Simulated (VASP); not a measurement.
Set up this calculation in VASP 6.6.1, as the native input.

```yaml
Task: relaxation of cell and atoms
Functional: r2SCAN
Potentials_or_basis: VASP PAW PBE potentials, release 64 (Bi_d)
Cutoff: 550 eV
k_mesh: 6 × 6 × 6
Occupations: gaussian, width 0.1 eV
Spin: no spin polarisation
Dipole_correction: no
Further_INCAR_settings: ALGO = Normal; EDIFF = 1e-07; IBRION = 2; EDIFFG = -0.04; NSW = 90; ISIF = 3
```

Bi:

```
Bi
1.0
    -1.80384    1.80384    2.74427
     1.80384   -1.80384    2.74427
     1.80384    1.80384   -2.74427
Bi
1
Direct
  0.00000 0.00000 0.00000
```

The input as run:

POSCAR

```
Bi
1.0
   -1.8038354878      1.8038354878      2.7442725487
    1.8038354878     -1.8038354878      2.7442725487
    1.8038354878      1.8038354878     -2.7442725487
Bi
1
Direct
    0.0000000000      0.0000000000      0.0000000000
```

INCAR.step1

```
SYSTEM = Bi
ALGO = Normal
EDIFF = 1E-5
EDIFFG = -0.005
ENCUT = 550
GGA = PE
GGA_COMPAT = .False.
IBRION = 2
ISIF = 3
ISMEAR = 0
LASPH = .True.
LCHARG = .False.
LREAL = .False.
LWAVE = .True.
NELM = 120
NELMIN = 4
NSW = 100
PREC = Accurate
SIGMA = 0.1
```

INCAR.step2

```
SYSTEM = Bi
ALGO = Normal
EDIFF = 1E-7
EDIFFG = -0.04
ENCUT = 550
GGA_COMPAT = .False.
IBRION = 2
ISIF = 3
ISMEAR = 0
ISTART = 1
LASPH = .True.
LCHARG = .False.
LMIXTAU = .True.
LREAL = .False.
LWAVE = .False.
METAGGA = R2SCAN
NELM = 120
NELMIN = 4
NSW = 90
PREC = Accurate
SIGMA = 0.1
```

KPOINTS

```
k-points
0
Gamma
  6 6 6
  0 0 0
```

Potentials or basis: VASP PAW PBE potentials, release 64 (Bi_d).

Command:

```bash
$ cat potpaw_PBE.64/Bi_d/POTCAR > POTCAR
$ cp INCAR.step1 INCAR
$ mpirun -np 1 vasp_std > vasp.out
$ cp INCAR.step2 INCAR
$ mpirun -np 1 vasp_std > vasp.out
```

Results of the run:

```yaml
Relaxed_volume: 31.16 Å³/atom
Relaxed_cell: a = 3.608 Å, b = 3.608 Å, c = 3.608 Å, α = 123.68°, β = 123.68°, γ = 83.74°
Space_group_after_relaxing_to_0.05_Å: I4/mmm (No. 139)
Energy_gained_by_relaxing: 100.9 meV/atom
Ionic_steps: 5
Pressure_after_relaxing: 0.0 GPa
```

Caveat: the k points lie up to 0.43 Å⁻¹ apart in the final cell; the PAW data sets were made with another functional, which shifts forces and pressure a little.

Wall time 3.4 min on 1 thread of Intel(R) Xeon(R) 6975P-C (Granite Rapids), on a shared host, peak memory 0.19 GiB.
